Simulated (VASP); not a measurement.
# Al (Fm-3m) in VASP: density of states with PBE+D3(BJ)

Aim: the density of states of Al with PBE+D3(BJ).

Program: VASP 6.6.1. These are calculated values, not measurements. Logs are shortened: lines on timing, memory, paths and dates and some standing lists are left out, and cuts for length are marked.

### Step 1. The cell of the first run

The structure is cubic, space group Fm-3m (No. 225). The conventional cell has a = 3.983 Å, b = 3.983 Å, c = 3.983 Å, α = 90.00°, β = 90.00°, γ = 90.00°. Within 3.7 Å of Al (site symmetry m-3m) lie 12 Al at 2.82 Å.

### Step 2. Density of states, PBE+D3(BJ)

The input, POSCAR:

```
Al
1.0
    0.0000000000      1.9913663546      1.9913663546
    1.9913663546      0.0000000000      1.9913663546
    1.9913663546      1.9913663546      0.0000000000
Al
1
Direct
    0.0000000000      0.0000000000      0.0000000000
```

The input, INCAR.step1:

```
PREC = Accurate ; ENCUT = 520
EDIFF = 1E-7 ; ISMEAR = 0
SIGMA = 0.1 ; LREAL = F
LASPH = T ; NELM = 80
ALGO = Fast ; ISIF = 2
LWAVE = F ; LCHARG = T
GGA = PE ; IVDW = 12
NBANDS = 8
```

The input, KPOINTS.step1:

```
Automatic mesh
0
Gamma
  18 18 18
```

The input, INCAR.step2:

```
PREC = Accurate ; ENCUT = 520
EDIFF = 1E-7 ; ISMEAR = -5
SIGMA = 0.1 ; LREAL = F
LASPH = T ; NELM = 80
ALGO = Fast ; ISIF = 2
LWAVE = F ; LCHARG = F
GGA = PE ; IVDW = 12
LORBIT = 11 ; NEDOS = 1001
ICHARG = 11
```

The input, KPOINTS.step2:

```
Automatic mesh
0
Gamma
  27 27 27
```

Potentials or basis: VASP PAW PBE potentials, release 64 (Al).

The run is started by

```bash
> cat potpaw_PBE.64/Al/POTCAR > POTCAR
> cp INCAR.step1 INCAR
> cp KPOINTS.step1 KPOINTS
> mpirun -np 1 vasp_std > vasp.out
> cp INCAR.step2 INCAR
> cp KPOINTS.step2 KPOINTS
> mpirun -np 1 vasp_std > vasp.out
```

OUTCAR:

```text
PREC = Accurate
   ENCUT = 520
   EDIFF = 1E-7
   ISMEAR = -5
   LREAL = F
   LASPH = T
   NELM = 80
   ISIF = 2
   GGA = PE
   IVDW = 12
   LORBIT = 11
   ICHARG = 11
 IVDW          = 12

 ion  position               nearest neighbor table
   1  0.000  0.000  0.000-

  LATTYP: Found a face centered cubic cell.
 ALAT       =     3.9827327092

  Lattice vectors:

 A1 = (   0.0000000000,   1.9913663546,   1.9913663546)
 A2 = (   1.9913663546,   0.0000000000,   1.9913663546)
 A3 = (   1.9913663546,   1.9913663546,   0.0000000000)

Analysis of symmetry for initial positions (statically):
=====================================================================
 Subroutine PRICEL returns:
 Original cell was already a primitive cell.

 Routine SETGRP: Setting up the symmetry group for a
 face centered cubic supercell.

 Subroutine GETGRP returns: Found 48 space group operations
 (whereof 48 operations were pure point group operations)
 out of a pool of 48 trial point group operations.

The static configuration has the point symmetry O_h .

Analysis of symmetry for dynamics (positions and initial velocities):
=====================================================================
 Subroutine PRICEL returns:
 Original cell was already a primitive cell.

 Routine SETGRP: Setting up the symmetry group for a
 face centered cubic supercell.

 Subroutine GETGRP returns: Found 48 space group operations
 (whereof 48 operations were pure point group operations)
 out of a pool of 48 trial point group operations.

The dynamic configuration has the point symmetry O_h .

 Subroutine INISYM returns: Found 48 space group operations
 (whereof 48 operations are pure point group operations),
 and found     1 'primitive' translations

----------------------------------------------------------------------------------------

                                     Primitive cell

  volume of cell :      15.7937

  direct lattice vectors                    reciprocal lattice vectors
     0.000000000  1.991366355  1.991366355    -0.251083885  0.251083885  0.251083885
     1.991366355  0.000000000  1.991366355     0.251083885 -0.251083885  0.251083885
     1.991366355  1.991366355  0.000000000     0.251083885  0.251083885 -0.251083885

  length of vectors
[... 81 lines left out ...]
   NELM   =     80;   NELMIN=  2; NELMDL=  0     # of ELM steps
   EDIFF  = 0.1E-06   stopping-criterion for ELM
   LREAL  =      F    real-space projection
   EDIFFG = 0.1E-05   stopping-criterion for IOM
   NSW    =      0    number of steps for IOM
   IBRION =     -1    ionic relax: 0-MD 1-quasi-New 2-CG
   NFREE  =      0    steps in history (QN), initial steepest desc. (CG)
   ISIF   =      2    stress and relaxation
   ISYM   =      2    0-nonsym 1-usesym 2-fastsym
   POTIM  = 0.5000    time-step for ionic-motion
   TEBEG  =    0.0;   TEEND  =   0.0 temperature during run
   PSTRESS=    0.0 pullay stress
   NELECT =       3.0000    total number of electrons
   NUPDOWN=      -1.0000    fix difference up-down
   EMIN   =  10.00;   EMAX   =-10.00  energy-range for DOS
   EFERMI =   0.00;   METHOD = LEGACY
   ISMEAR =    -5;   SIGMA  =   0.10  broadening in eV -4-tet -1-fermi 0-gaus
   EFERMI_NEDOS =   21; number of points for ismear=-14 and -15
   IALGO  =     68    algorithm
   IMIX   =      4    mixing-type and parameters
     AMIX     =   0.40;   BMIX     =  1.00
     AMIX_MAG =   1.60;   BMIX_MAG =  1.00
  volume/ion in A,a.u.               =      15.79       106.58
  Fermi-wavevector in a.u.,A,eV,Ry     =   0.941067  1.778360 12.049428  0.885608
  Thomas-Fermi vector in A             =   2.068542
   LORBIT       =     11    0 simple, 1 ext, 2 COOP (PROOUT), +10 PAW based schemes
   GGA     = PE    functional components
   LHFCALC =     F    Hartree Fock is set to
   AEXX    =    0.0000 exact exchange contribution
   IVDW    =    12    specifies the selected vdW correction
   LEPSILON=     F    determine dielectric tensor
   LRPA    =     F    only Hartree local field effects (RPA)
 non-spin polarized calculation
 RMM-DIIS sequential band-by-band and
 Fermi weights with tetrahedron method with Bloechl corrections
  energy-cutoff  :      520.00
  volume of cell :       15.79
 maximum number of plane-waves:       444
 NGX is ok and might be reduce to    24

 number of electron       3.0000000 magnetization

 Free energy of the ion-electron system (eV)
  ---------------------------------------------------
  ext. energy  EPLUGINS =         0.00000000
  ---------------------------------------------------
  free energy    TOTEN  =        -3.73876513 eV

  energy without entropy =       -3.73876513  energy(sigma->0) =       -3.73876513

 E-fermi :   8.4900     XC(G=0): -10.3559

 val. band max:        8.5732256159   @ k =  -0.3704   0.4444   0.1481
 cond. band min:       8.3825494545   @ k =  -0.3704   0.4074   0.0741
 fundamental gap:     -0.1906761614
 Fermi energy:         8.4899917776

 k-point     1 :       0.0000    0.0000    0.0000
  band No.  band energies     occupation
      1      -2.9760      2.00000
      2      21.3291      0.00000
      3      21.3291      0.00000
      4      21.3291      0.00000
      5      23.1586      0.00000
[... 177 lines left out ...]
 k-point    24 :       0.3704    0.0370    0.0000
  band No.  band energies     occupation
      1       0.5992      2.00000
      2       8.1681      1.63624
      3      18.8136      0.00000
      4      19.9373      0.00000
      5      20.8200      0.00000

 [... further k-points ...]

------------------------ aborting loop because EDIFF is reached ----------------------------------------

 Edisp (eV)   -0.35199

 E8    (eV) :    -0.1575

  FORCE on cell =-STRESS in cart. coord.  units (eV):
  Direction    XX          YY          ZZ          XY          YZ          ZX
  --------------------------------------------------------------------------------------
  -------------------------------------------------------------------------------------
  Total      -0.02006    -0.02006    -0.02006    -0.00000     0.00000     0.00000
  in kB      -2.03523    -2.03523    -2.03523    -0.00000     0.00000     0.00000
  external pressure =       -2.04 kB  Pullay stress =        0.00 kB

 VOLUME and BASIS-vectors are now :
 -----------------------------------------------------------------------------
  energy-cutoff  :      520.00
  volume of cell :       15.79
      direct lattice vectors                 reciprocal lattice vectors
     0.000000000  1.991366355  1.991366355    -0.251083885  0.251083885  0.251083885
     1.991366355  0.000000000  1.991366355     0.251083885 -0.251083885  0.251083885
     1.991366355  1.991366355  0.000000000     0.251083885  0.251083885 -0.251083885

 POSITION                                       TOTAL-FORCE (eV/Angst)
 -----------------------------------------------------------------------------------
      0.00000      0.00000      0.00000         0.000000     -0.000000     -0.000000
 -----------------------------------------------------------------------------------
    total drift:                                0.000000      0.000000     -0.000000

  FREE ENERGIE OF THE ION-ELECTRON SYSTEM (eV)
  ---------------------------------------------------
  free  energy   TOTEN  =        -4.0907515948 eV

  energy  without entropy=       -4.0907515948  energy(sigma->0) =       -4.09075159

 total charge

# of ion       s       p       d       tot
------------------------------------------
    1        0.425   0.356   0.000   0.782
```

OUTCAR.step1:

```text
PREC = Accurate
   ENCUT = 520
   EDIFF = 1E-7
   ISMEAR = 0
   LREAL = F
   LASPH = T
[... 487 lines left out ...]

 POSITION                                       TOTAL-FORCE (eV/Angst)
 -----------------------------------------------------------------------------------
      0.00000      0.00000      0.00000        -0.000000     -0.000000     -0.000000
 -----------------------------------------------------------------------------------
    total drift:                                0.000000     -0.000000     -0.000000

  FREE ENERGIE OF THE ION-ELECTRON SYSTEM (eV)
  ---------------------------------------------------
  free  energy   TOTEN  =        -4.0888459439 eV

  energy  without entropy=       -4.0859053247  energy(sigma->0) =       -4.08737563
```

It took 47 s on 1 thread of AMD EPYC 9R45 (Zen 5), shared host; peak memory 0.14 GiB.

Results:

* Valence electrons inside the program's atomic spheres: Al 0.78
* Dispersion energy per atom: -0.352 eV

Caveat: pairwise dispersion overbinds metals, which lowers pressure and volume; tetrahedron occupations give inexact forces and stress in metals.
